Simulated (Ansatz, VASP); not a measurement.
**KTaO3 in VASP and in Ansatz**

```
K Ta O
1.0
     8.04640    0.00000    0.00000
     0.00000    8.04640    0.00000
     0.00000    0.00000    8.04640
K Ta O
8 8 24
Direct
  0.25000 0.25000 0.25000
  0.25000 0.25000 0.75000
  0.25000 0.75000 0.25000
  0.25000 0.75000 0.75000
  0.75000 0.25000 0.25000
  0.75000 0.25000 0.75000
  0.75000 0.75000 0.25000
  0.75000 0.75000 0.75000
  0.00000 0.00000 0.00000
  0.00000 0.00000 0.50000
  0.00000 0.50000 0.00000
  0.00000 0.50000 0.50000
  0.50000 0.00000 0.00000
  0.50000 0.00000 0.50000
  0.50000 0.50000 0.00000
  0.50000 0.50000 0.50000
  0.00000 0.25000 0.00000
  0.00000 0.00000 0.25000
  0.25000 0.00000 0.00000
  0.00000 0.25000 0.50000
  0.00000 0.00000 0.75000
  0.25000 0.00000 0.50000
  0.00000 0.75000 0.00000
  0.00000 0.50000 0.25000
  0.25000 0.50000 0.00000
  0.00000 0.75000 0.50000
  0.00000 0.50000 0.75000
  0.25000 0.50000 0.50000
  0.50000 0.25000 0.00000
  0.50000 0.00000 0.25000
  0.75000 0.00000 0.00000
  0.50000 0.25000 0.50000
  0.50000 0.00000 0.75000
  0.75000 0.00000 0.50000
  0.50000 0.75000 0.00000
  0.50000 0.50000 0.25000
  0.75000 0.50000 0.00000
  0.50000 0.75000 0.50000
  0.50000 0.50000 0.75000
  0.75000 0.50000 0.50000
```

Alike in both runs: task single point; functional PBE0; k mesh 1 × 1 × 1; no spin polarisation.

|  | VASP | Ansatz |
| --- | --- | --- |
| version | VASP 6.6.1 | Ansatz 0.2.0 |
| potentials or method | VASP PAW PBE potentials, release 64 (K_sv, Ta_pv, O), cutoff 520 eV | plane-wave PAW DFT |
| occupations | gaussian, width 0.01 eV | fixed |
| valence electrons in the cell | 304 | 320 |

|  | VASP | Ansatz | Ansatz less VASP |
| --- | --- | --- | --- |
| gap on the k mesh at the Fermi level (eV) | 3.97 | 3.97 | +0.005 |
| pressure (GPa) | -4.2 | -4.1 | +0.08 |

VASP's potentials hold 304 valence electrons a cell and Ansatz's 320, so a difference there can come from the potentials and not from the codes. Ansatz's warnings: stress exchange threshold loose, stress scf threshold loose.

The k mesh is coarse, so the values compare programs but aren't converged. Neither program's run includes spin-orbit coupling.
